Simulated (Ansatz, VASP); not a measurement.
**Two plane-wave programs on ZrSi3O8**

```xyz
12
Lattice="5.0508 0.0000 0.0000 0.0000 5.8222 0.0000 0.0000 0.0000 5.8633" Properties=species:S:1:pos:R:3 pbc="T T T"
Zr    0.0000    0.0000    0.0000
Si    2.5254    0.0000    0.0000
Si    0.0000    2.9111    2.9317
Si    2.5254    2.9111    2.9317
O     1.4939    4.9110    0.9099
O     3.8081    2.0888    3.7518
O     3.5569    0.9112    0.9099
O     1.2427    3.7334    3.7518
O     1.2427    2.0888    2.1115
O     3.5569    4.9110    4.9534
O     3.8081    3.7334    2.1115
O     1.4939    0.9112    4.9534
```

Alike in both runs: functional PBE; k mesh 6 × 4 × 4; occupations gaussian, width 0.02 eV; no spin polarisation.

Ansatz relaxed the structure, and its values are those at the end. VASP's run is a single point on that final structure, the one shown.

```csv
,VASP,Ansatz
version,VASP 6.6.1,Ansatz 0.2.0
potentials or method,"VASP PAW PBE potentials, release 64 (Zr_sv, Si, O), cutoff 520 eV","scalar-relativistic, plane waves, PAW"
valence electrons in the cell,72,72
```

Ansatz gave:

```
gap on the k mesh at the Fermi level (eV) : 3.96
least direct gap on the mesh (eV)         : 3.96
pressure (GPa)                            : 0.0
rms of the force components (eV/Å)        : 0.001
```

Q: Which values does VASP return?

A: gap on the k mesh at the Fermi level (eV): 3.96; least direct gap on the mesh (eV): 3.96; pressure (GPa): 0.4; rms of the force components (eV/Å): 0.039.
